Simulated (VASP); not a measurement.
# TiTe2 (P-3m1) in VASP: notebook, part 2 of 2

VASP 6.6.1. Earlier steps stand in the parts before.

### 5 Single point, PBEsol

This run uses another cell than the first one, of 28.37 Å³/atom.

Input file INCAR:

```
  PREC = Accurate
  ENCUT = 520
  EDIFF = 1E-6
  ISMEAR = -1
  SIGMA = 0.3
  LREAL = F
  LASPH = T
  NELM = 60
  ALGO = Normal
  ISIF = 2
  LWAVE = F
  LCHARG = T
  GGA = PS
  LELF = T
  LVHAR = T
  NBANDS = 19
```

Input file KPOINTS:

```
regular mesh
0
Gamma
  10 10 5
```

Input file POSCAR:

```
TiTe2
1.0
    3.8510776303      0.0000000000      0.0000000000
   -1.9255388151      3.3351310597      0.0000000000
    0.0000000000      0.0000000000      6.6254441201
Ti Te
1 2
Direct
    0.0000000000      0.0000000000      0.0000000000
    0.6666666667      0.3333333333      0.2628000000
    0.3333333333      0.6666666667      0.7372000000
```

Potentials or basis: VASP PAW PBE potentials, release 64 (Ti_sv, Te).

Run with:

```sh
> cat potpaw_PBE.64/Ti_sv/POTCAR potpaw_PBE.64/Te/POTCAR > POTCAR
> mpirun -np 1 vasp_std > vasp.out
```

OUTCAR:

```text
PREC = Accurate
   ENCUT = 520
   EDIFF = 1E-6
   ISMEAR = -1
   LREAL = F
   LASPH = T
   NELM = 60
   ISIF = 2
   GGA = PS

 ion  position               nearest neighbor table
   1  0.000  0.000  0.000-   2 2.82   3 2.82   3 2.82   2 2.82   2 2.82   3 2.82
   2  0.667  0.333  0.263-   1 2.82   1 2.82   1 2.82
   3  0.333  0.667  0.737-   1 2.82   1 2.82   1 2.82

  LATTYP: Found a hexagonal cell.
 ALAT       =     3.8510776303
 C/A-ratio  =     1.7204130262

  Lattice vectors:

 A1 = (   3.8510776303,   0.0000000000,   0.0000000000)
 A2 = (  -1.9255388151,   3.3351310597,   0.0000000000)
 A3 = (   0.0000000000,   0.0000000000,   6.6254441201)

Analysis of symmetry for initial positions (statically):
=====================================================================
 Subroutine PRICEL returns:
 Original cell was already a primitive cell.

 Routine SETGRP: Setting up the symmetry group for a
 hexagonal supercell.

 Subroutine GETGRP returns: Found 12 space group operations
 (whereof 12 operations were pure point group operations)
 out of a pool of 24 trial point group operations.

The static configuration has the point symmetry D_3d.

Analysis of symmetry for dynamics (positions and initial velocities):
=====================================================================
 Subroutine PRICEL returns:
 Original cell was already a primitive cell.

 Routine SETGRP: Setting up the symmetry group for a
 hexagonal supercell.

 Subroutine GETGRP returns: Found 12 space group operations
 (whereof 12 operations were pure point group operations)
 out of a pool of 24 trial point group operations.

The dynamic configuration has the point symmetry D_3d.

 Subroutine INISYM returns: Found 12 space group operations
 (whereof 12 operations are pure point group operations),
 and found     1 'primitive' translations

----------------------------------------------------------------------------------------

                                     Primitive cell

  volume of cell :      85.0962

  direct lattice vectors                    reciprocal lattice vectors
     3.851077630  0.000000000  0.000000000     0.259667578  0.149919146  0.000000000
    -1.925538815  3.335131060  0.000000000     0.000000000  0.299838292  0.000000000
     0.000000000  0.000000000  6.625444120     0.000000000  0.000000000  0.150933278

  length of vectors
     3.851077630  3.851077630  6.625444120     0.299838292  0.299838292  0.150933278

  position of ions in fractional coordinates (direct lattice)
     0.000000000  0.000000000  0.000000000
     0.666666667  0.333333333  0.262800000
     0.333333333  0.666666667  0.737200000

  ion indices of the primitive-cell ions
   primitive index   ion index
                 1           1
                 2           2
                 3           3

----------------------------------------------------------------------------------------

 KPOINTS: regular mesh

Automatic generation of k-mesh.
 Grid dimensions read from file:
 generate k-points for:   10   10    5

 Generating k-lattice:

  Cartesian coordinates                     Fractional coordinates (reciprocal lattice)
     0.025966758  0.014991915  0.000000000     0.100000000 -0.000000000  0.000000000
     0.000000000  0.029983829  0.000000000     0.000000000  0.100000000  0.000000000
     0.000000000  0.000000000  0.030186656     0.000000000  0.000000000  0.200000000

  Length of vectors
     0.029983829  0.029983829  0.030186656

  Shift w.r.t. Gamma in fractional coordinates (k-lattice)
     0.000000000  0.000000000  0.000000000

 Subroutine IBZKPT returns following result:
 ===========================================

 Found     58 irreducible k-points:

 Following reciprocal coordinates:
            Coordinates               Weight
  0.000000  0.000000  0.000000      1.000000
  0.100000  0.000000  0.000000      6.000000
  0.200000  0.000000  0.000000      6.000000
  0.300000 -0.000000  0.000000      6.000000
  0.400000 -0.000000  0.000000      6.000000
  0.500000 -0.000000  0.000000      3.000000
[... 16 lines left out ...]
  0.000000  0.400000  0.200000      6.000000
  0.500000 -0.000000  0.200000      6.000000
 [... further k-points ...]
   k-points           NKPTS =     58   k-points in BZ     NKDIM =     58   number of bands    NBANDS=     19
   number of dos      NEDOS =    301   number of ions     NIONS =      3
   total plane-waves  NPLWV =  45000
   dimension x,y,z NGX =    30 NGY =   30 NGZ =   50
   dimension x,y,z NGXF=    60 NGYF=   60 NGZF=  100
   ions per type =               1   2
   NGX,Y,Z   is equivalent  to a cutoff of  12.95, 12.95, 12.55 a.u.
   NGXF,Y,Z  is equivalent  to a cutoff of  25.90, 25.90, 25.09 a.u.
 SYSTEM =  unknown system
   PREC   = accura    normal or accurate (medium, high low for compatibility)
   ISTART =      0    job   : 0-new  1-cont  2-samecut
   ICHARG =      2    charge: 1-file 2-atom 10-const
   ISPIN  =      1    spin polarized calculation?
   LNONCOLLINEAR =      F non collinear calculations
   LSORBIT =      F    spin-orbit coupling
   LASPH  =      T    aspherical Exc in radial PAW
   ENCUT  =  520.0 eV  38.22 Ry    6.18 a.u.   7.16  7.16 12.32*2*pi/ulx,y,z
   NELM   =     60;   NELMIN=  2; NELMDL= -5     # of ELM steps
   EDIFF  = 0.1E-05   stopping-criterion for ELM
   LREAL  =      F    real-space projection
   EDIFFG = 0.1E-04   stopping-criterion for IOM
   NSW    =      0    number of steps for IOM
   IBRION =     -1    ionic relax: 0-MD 1-quasi-New 2-CG
   NFREE  =      0    steps in history (QN), initial steepest desc. (CG)
   ISIF   =      2    stress and relaxation
   ISYM   =      2    0-nonsym 1-usesym 2-fastsym
   POTIM  = 0.5000    time-step for ionic-motion
   TEBEG  =    0.0;   TEEND  =   0.0 temperature during run
   PSTRESS=    0.0 pullay stress
   NELECT =      24.0000    total number of electrons
   NUPDOWN=      -1.0000    fix difference up-down
   EMIN   =  10.00;   EMAX   =-10.00  energy-range for DOS
   EFERMI =   0.00;   METHOD = LEGACY
   ISMEAR =    -1;   SIGMA  =   0.30  broadening in eV -4-tet -1-fermi 0-gaus
   EFERMI_NEDOS =   21; number of points for ismear=-14 and -15
   IALGO  =     38    algorithm
   IMIX   =      4    mixing-type and parameters
     AMIX     =   0.40;   BMIX     =  1.00
     AMIX_MAG =   1.60;   BMIX_MAG =  1.00
  volume/ion in A,a.u.               =      28.37       191.42
  Fermi-wavevector in a.u.,A,eV,Ry     =   1.073598  2.028807 15.682259  1.152614
  Thomas-Fermi vector in A             =   2.209402
   LORBIT       =      0    0 simple, 1 ext, 2 COOP (PROOUT), +10 PAW based schemes
   GGA     = PS    functional components
   LHFCALC =     F    Hartree Fock is set to
   AEXX    =    0.0000 exact exchange contribution
   IVDW    =     0    specifies the selected vdW correction
   LEPSILON=     F    determine dielectric tensor
   LRPA    =     F    only Hartree local field effects (RPA)
 non-spin polarized calculation
  energy-cutoff  :      520.00
  volume of cell :       85.10
 maximum number of plane-waves:      2311
 NGX is ok and might be reduce to    30
   NGX = 15   NGY = 15   NGZ = 25

 number of electron      23.9999994 magnetization

 Free energy of the ion-electron system (eV)
  ---------------------------------------------------
  ext. energy  EPLUGINS =         0.00000000
  ---------------------------------------------------
  free energy    TOTEN  =       -17.65122917 eV

  energy without entropy =      -17.07595275  energy(sigma->0) =      -17.36359096

 E-fermi :   5.9505     XC(G=0):  -9.7455

 val. band max:        5.9247710621   @ k =   0.4000  -0.0000   0.4000
 cond. band min:       5.9892236378   @ k =   0.0000   0.1000   0.4000
 fundamental gap:      0.0644525757
 Fermi energy:         5.9505084017

 k-point     1 :       0.0000    0.0000    0.0000
  band No.  band energies     occupation
      1     -51.2084      2.00000
      2     -27.5627      2.00000
      3     -27.5627      2.00000
      4     -27.5140      2.00000
      5      -6.0957      2.00000
      6      -4.7595      2.00000
[... 11 lines left out ...]
     18      10.9399      0.00000
     19      11.3234      0.00000
[... 485 lines left out ...]
 k-point    24 :       0.5000   -0.0000    0.2000
  band No.  band energies     occupation
      1     -51.2061      2.00000
      2     -27.5954      2.00000
      3     -27.5703      2.00000
      4     -27.5067      2.00000
      5      -4.5291      2.00000
      6      -4.3328      2.00000
[... 11 lines left out ...]
     18      10.4236      0.00000
     19      11.2097      0.00000

 [... further k-points ...]

------------------------ aborting loop because EDIFF is reached ----------------------------------------

  FORCE on cell =-STRESS in cart. coord.  units (eV):
  Direction    XX          YY          ZZ          XY          YZ          ZX
  --------------------------------------------------------------------------------------
  -------------------------------------------------------------------------------------
  Total       -2.6465623     -2.6465623     -2.3403158     -0.0000000     -0.0000000      0.0000000
  in kB      -49.8290420    -49.8290420    -44.0630818     -0.0000000     -0.0000000      0.0000000
  external PRESSURE =     -47.9070553 kB  Pullay stress =       0.0000000 kB

 VOLUME and BASIS-vectors are now :
 -----------------------------------------------------------------------------
  energy-cutoff  :      520.00
  volume of cell :       85.10
      direct lattice vectors                 reciprocal lattice vectors
     3.851077630  0.000000000  0.000000000     0.259667578  0.149919146  0.000000000
    -1.925538815  3.335131060  0.000000000     0.000000000  0.299838292  0.000000000
     0.000000000  0.000000000  6.625444120     0.000000000  0.000000000  0.150933278

 POSITION                                       TOTAL-FORCE (eV/Angst)
 -----------------------------------------------------------------------------------
      0.00000      0.00000      0.00000        -0.000000      0.000000      0.000000
      1.92554      1.11171      1.74117         0.000000     -0.000000     -0.468222
     -0.00000      2.22342      4.88428        -0.000000      0.000000      0.468222
 -----------------------------------------------------------------------------------
    total drift:                               -0.000000      0.000000      0.000000

  FREE ENERGIE OF THE ION-ELECTRON SYSTEM (eV)
  ---------------------------------------------------
  free  energy   TOTEN  =       -17.6512291677 eV

  energy  without entropy=      -17.0759527490  energy(sigma->0) =      -17.36359096
```

OSZICAR:

```text
N       E                     dE             d eps       ncg     rms          rms(c)
DAV:   1     0.176686494837E+03    0.17669E+03   -0.10636E+04  2204   0.116E+03
DAV:   2    -0.339142224892E+01   -0.18008E+03   -0.17554E+03  2293   0.296E+02
DAV:   3    -0.196173799587E+02   -0.16226E+02   -0.15801E+02  3442   0.822E+01
DAV:   4    -0.201756544740E+02   -0.55827E+00   -0.55457E+00  2861   0.143E+01
DAV:   5    -0.201970145072E+02   -0.21360E-01   -0.21348E-01  3227   0.270E+00    0.119E+01
DAV:   6    -0.206806601123E+02   -0.48365E+00   -0.41427E+01  2394   0.386E+01    0.163E+01
DAV:   7    -0.179857301628E+02    0.26949E+01   -0.35710E+01  2799   0.348E+01    0.560E+00
DAV:   8    -0.176664063006E+02    0.31932E+00   -0.14732E+00  2602   0.802E+00    0.197E+00
DAV:   9    -0.176938733596E+02   -0.27467E-01   -0.51096E-01  2971   0.441E+00    0.208E+00
DAV:  10    -0.176621126497E+02    0.31761E-01   -0.51303E-01  2625   0.482E+00    0.106E+00
DAV:  11    -0.176512469668E+02    0.10866E-01   -0.59562E-02  2541   0.169E+00    0.441E-01
DAV:  12    -0.176516674196E+02   -0.42045E-03   -0.36834E-03  2648   0.426E-01    0.328E-01
DAV:  13    -0.176512611793E+02    0.40624E-03   -0.10982E-03  2811   0.224E-01    0.105E-01
DAV:  14    -0.176512581364E+02    0.30430E-05   -0.36116E-05  2560   0.408E-02    0.606E-02
DAV:  15    -0.176512462313E+02    0.11905E-04   -0.84030E-06  2559   0.211E-02    0.511E-02
DAV:  16    -0.176512288563E+02    0.17375E-04   -0.70450E-05  2770   0.536E-02    0.393E-03
DAV:  17    -0.176512291677E+02   -0.31138E-06   -0.13996E-06  2036   0.888E-03
   1 F= -.17651229E+02 E0= -.17363591E+02  d E =-.575276E+00
```

Run time: 62 s. Hardware: 1 thread of Intel Xeon Platinum 8559C (Emerald Rapids), shared host; peak memory 0.25 GiB.

What came out:

```
Free energy            : -17.6512 eV
Pressure               : -4.8 GPa
Largest force          : 0.468 eV/Å
Band gap on the k mesh : zero (bands 12 and 13 overlap by 0.56 eV)
```

Forces in eV/Å, atoms in the order of the input:
```
Ti   0.000  0.000  0.000
Te   0.000  0.000 -0.468
Te   0.000  0.000  0.468
```

Caveat: the cell stands under tension; so wide a smearing shifts energies and pressures; the PAW data sets were made with another functional, which shifts forces and pressure a little; spin-orbit coupling is left out, which moves the levels of the heavy elements; this functional lacks dispersion, which binds the layers, so the pressure and a relaxed spacing across them are unreliable.

### 6 Overview

| cell | gap on the mesh (eV) | pressure (GPa) | largest force (eV/Å) |
| --- | --- | --- | --- |
| a = 3.777, b = 3.777, c = 6.498 Å, angles 90.0, 90.0, 120.0°, 3 atoms | none | -1.8 | 0.03 |
| a = 3.802, b = 3.802, c = 6.541 Å, angles 90.0, 90.0, 120.0°, 3 atoms | none | -2.9 | 0.19 |
| a = 3.827, b = 3.827, c = 6.584 Å, angles 90.0, 90.0, 120.0°, 3 atoms | none | -3.9 | 0.33 |
| a = 3.851, b = 3.851, c = 6.625 Å, angles 90.0, 90.0, 120.0°, 3 atoms | none | -4.8 | 0.47 |

Alike in all rows: task single point; level PBEsol; potentials or basis VASP PAW PBE potentials, release 64 (Ti_sv, Te); no spin polarisation; k mesh 10 × 10 × 5; cutoff (eV) 520; smearing fermi-dirac 0.3 eV.

Caveats: so wide a smearing shifts energies and pressures; the PAW data sets were made with another functional, which shifts forces and pressure a little; spin-orbit coupling is left out, which moves the levels of the heavy elements; this functional lacks dispersion, which binds the layers, so the pressure and a relaxed spacing across them are unreliable; the cell stands under tension (at least some runs).

Absolute energies hang on the potentials; compare differences alone.
